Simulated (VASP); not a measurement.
A run of VASP 6.6.1 is set up as follows.

File INCAR:

```
PREC = Accurate
ENCUT = 520
EDIFF = 1E-7
ISMEAR = 0
SIGMA = 0.15
LREAL = False
LASPH = True
NELM = 150
ALGO = Normal
ISIF = 2
LWAVE = False
LCHARG = False
ISPIN = 2
MAGMOM = 1.81 1.83 1.81 1.83
LORBIT = 11
LMAXMIX = 4
GGA = PS
NBANDS = 30
```

The input KPOINTS:

```
Automatic mesh
0
Gamma
  24 24 8
```

POSCAR

```
Co
1.0
    2.5244080581      0.0000000000      0.0000000000
   -1.2622040291      2.1862015078      0.0000000000
    0.0000000000      0.0000000000      7.5341741761
Co
4
Direct
    0.0000000000      0.0000000000      0.0000000000
    0.3333333333      0.6666666667      0.2500000000
    0.0000000000      0.0000000000      0.5000000000
    0.6666666667      0.3333333333      0.7500000000
```

Potentials or basis: VASP PAW PBE potentials, release 64 (Co).

Run with:

```bash
$ cat potpaw_PBE.64/Co/POTCAR > POTCAR
$ mpirun -np 1 vasp_std > vasp.out
```

Question: Predict the pressure.

Answer: 0.9 GPa.

Question: Predict the site moments.

Answer: Co +1.59 μB.

Question: What does it give for the net moment?

Answer: 6.34 μB per cell.

Stress tensor (GPa, compression positive):
```
-7.69  0.00  0.00
 0.00 -7.69  0.00
 0.00  0.00 18.13
```

Caveat: the PAW data sets were made with another functional, which shifts forces and pressure a little.
